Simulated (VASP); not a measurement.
# HC18N in VASP: notebook, part 2 of 2

VASP 6.6.1. Earlier steps stand in the parts before.

## (3) Single point, PBE

File INCAR:

```
ALGO     = Normal         # electronic algorithm
EDIFF    = 1E-6           # SCF threshold, eV
ENCUT    = 520            # plane-wave cutoff, eV
GGA      = PE             # functional
ISIF     = 2              # what is computed and relaxed
ISMEAR   = -1             # smearing method
LASPH    = T              # aspherical terms in the spheres
LCHARG   = T              # write CHGCAR
LELF     = T              # ELF
LREAL    = Auto         
LVHAR    = T            
LWAVE    = F              # write WAVECAR
NBANDS   = 55             # bands
NELM     = 80             # most SCF steps
PREC     = Accurate       # precision mode
SIGMA    = 0.05           # smearing width, eV
```

File KPOINTS:

```
k-points
0
Gamma
  2 2 1
```

File POSCAR:

```
HC18N
1.0
    7.3980000000      0.0000000000      0.0000000000
   -3.6990000000      6.4068560000      0.0000000000
    0.0000000000      0.0000000000     12.0000000000
C N H
18 1 1
Direct
    0.0094631319      0.0201025277      0.0859004167
    0.2292539888      0.1268302269      0.0774932500
    0.0083700034      0.3485442782      0.0785001667
    0.2282697168      0.4586354056      0.0780009167
    0.0088307862      0.6785142354      0.0858797500
    0.2291624931      0.7917540210      0.0775187500
    0.3405414582      0.0147752657      0.0780228333
    0.5604377541      0.1245802934      0.0785310833
    0.3396557571      0.3470006193      0.0775162500
    0.5599804502      0.4540982348      0.0859082500
    0.3395561356      0.6819781809      0.0774770833
    0.5593360586      0.7950422173      0.0859151667
    0.6712025525      0.0123745563      0.0831106667
    0.8976091309      0.1255778185      0.0830995000
    0.6713381154      0.3476505481      0.0827470000
    0.8974703626      0.4607125554      0.0827194167
    0.6659539622      0.6776662375      0.1112953333
    0.9028771574      0.7961279292      0.1113227500
    0.7844368534      0.7438431580      0.2182989167
    0.7843523294      0.6157511578      0.2515756667
```

Potentials or basis: VASP PAW PBE potentials, release 64 (C, N, H).

Started as:

```console
cat potpaw_PBE.64/C/POTCAR potpaw_PBE.64/N/POTCAR potpaw_PBE.64/H/POTCAR > POTCAR
mpirun -np 1 vasp_std > vasp.out
```

OUTCAR:

```text
EDIFF = 1E-6
   ENCUT = 520
   GGA = PE
   ISIF = 2
   ISMEAR = -1
   LASPH = T
   LREAL = Auto
   NELM = 80
   PREC = Accurate

 ion  position               nearest neighbor table
   1  0.009  0.020  0.086-  14 1.39   2 1.41  18 1.47
   2  0.229  0.127  0.077-   9 1.41   1 1.41   7 1.43
   3  0.008  0.349  0.079-   4 1.41  14 1.43  16 1.43
   4  0.228  0.459  0.078-   3 1.41   9 1.43  11 1.43
   5  0.009  0.679  0.086-  16 1.40   6 1.42  18 1.47
   6  0.229  0.792  0.078-  11 1.41   5 1.42   7 1.43
[... 444 lines left out ...]
  Total        5.4928877      4.5413638      0.0461667      0.8187705     -0.0291439      0.0055070
  in kB       15.4728661     12.7925270      0.1300466      2.3063872     -0.0820952      0.0155126
  external PRESSURE =       9.4651466 kB  Pullay stress =       0.0000000 kB

 VOLUME and BASIS-vectors are now :
 -----------------------------------------------------------------------------
  energy-cutoff  :      520.00
  volume of cell :      568.78
      direct lattice vectors                 reciprocal lattice vectors
     7.398000000  0.000000000  0.000000000     0.135171668  0.078041398  0.000000000
    -3.699000000  6.406856000  0.000000000     0.000000000  0.156082796  0.000000000
     0.000000000  0.000000000 12.000000000     0.000000000  0.000000000  0.083333333

 POSITION                                       TOTAL-FORCE (eV/Angst)
 -----------------------------------------------------------------------------------
     -0.00435      0.12879      1.03081         0.004915     -0.007678     -0.005845
      1.22688      0.81258      0.92992        -0.012081     -0.008749     -0.006616
     -1.22734      2.23307      0.94200         0.002922     -0.000262      0.002668
     -0.00775      2.93841      0.93601        -0.001477     -0.007980     -0.002794
     -2.44449      4.34714      1.03056        -0.015876      0.008133     -0.006562
     -1.23335      5.07265      0.93023        -0.008043      0.000006     -0.000885
[... 12 lines left out ...]
      3.05179      4.76570      2.61959         0.002542     -0.012903      0.102025
      3.52498      3.94503      3.01891        -0.000040      0.002260      0.023161
 -----------------------------------------------------------------------------------
    total drift:                                0.016833     -0.015115     -0.011704

  FREE ENERGIE OF THE ION-ELECTRON SYSTEM (eV)
  ---------------------------------------------------
  free  energy   TOTEN  =      -175.1534047742 eV

  energy  without entropy=     -175.1344416950  energy(sigma->0) =     -175.14392323
```

OSZICAR:

```text
N       E                     dE             d eps       ncg     rms          rms(c)
DAV:   1     0.648360419021E+03    0.64836E+03   -0.31692E+04   448   0.113E+03
DAV:   2    -0.861924835123E+02   -0.73455E+03   -0.70528E+03   641   0.276E+02
DAV:   3    -0.184350975379E+03   -0.98158E+02   -0.97521E+02   560   0.105E+02
[... 14 lines left out ...]
DAV:  18    -0.175153336683E+03   -0.13197E-03   -0.11249E-05   488   0.948E-03    0.181E-03
DAV:  19    -0.175153390112E+03   -0.53429E-04   -0.41214E-06   406   0.509E-03    0.863E-04
DAV:  20    -0.175153401285E+03   -0.11173E-04   -0.85377E-07   386   0.235E-03    0.251E-04
DAV:  21    -0.175153404120E+03   -0.28348E-05   -0.24686E-07   370   0.121E-03    0.178E-04
DAV:  22    -0.175153404774E+03   -0.65459E-06   -0.46616E-08   323   0.615E-04
   1 F= -.17515340E+03 E0= -.17514392E+03  d E =-.189631E-01
```

stdout:

```text
POSCAR found type information on POSCAR C N H
 POSCAR found :  3 types and      20 ions
 scaLAPACK will be used
 LDA part: xc-table for (Slater+PW92), standard interpolation
 POSCAR, INCAR and KPOINTS ok, starting setup
 FFT: planning ... GRIDC
 FFT: planning ... GRID_SOFT
 FFT: planning ... GRID
 WAVECAR not read
 entering main loop
```

It took 2.9 min on 1 thread of Intel Xeon 6975P-C (Granite Rapids), shared host; peak memory 0.58 GiB.

Results:

```yaml
Free_energy: -175.1534 eV
Largest_force: 0.103 eV/Å
Band_gap_on_the_k_mesh: 0.19 eV
```

Forces in eV/Å, atoms in the order of the input:
```
C    0.005 -0.008 -0.006
C   -0.012 -0.009 -0.007
C    0.003  0.000  0.003
C   -0.001 -0.008 -0.003
C   -0.016  0.008 -0.007
C   -0.008  0.000 -0.001
C    0.014 -0.006  0.000
C   -0.004  0.001  0.000
C    0.004  0.010 -0.002
C    0.007  0.012 -0.007
C    0.010  0.007 -0.010
C    0.009 -0.006 -0.005
C    0.002 -0.004 -0.002
C    0.000 -0.002 -0.003
C    0.000  0.011 -0.004
C   -0.012 -0.001 -0.001
C   -0.054 -0.026 -0.031
C    0.053  0.032 -0.040
N    0.003 -0.013  0.102
H    0.000  0.002  0.023
```

Levels at points of the mesh, in eV from the valence-band top:
| k point | band 37 | band 38 | band 39 | band 40 | band 41 | band 42 |
| --- | --- | --- | --- | --- | --- | --- |
| (0.00, 0.00, 0.00) | -2.70 | -0.86 | 0.00 | 0.19 | 1.30 | 3.24 |
| (0.50, 0.00, 0.00) | -2.42 | -2.14 | -0.88 | 0.71 | 2.12 | 2.57 |
| (0.00, 0.50, 0.00) | -2.35 | -2.15 | -1.43 | 1.48 | 2.09 | 2.57 |
| (0.50, 0.50, 0.00) | -2.35 | -2.15 | -1.43 | 1.48 | 2.09 | 2.57 |

Caveat: the k points lie up to 0.49 Å⁻¹ apart.
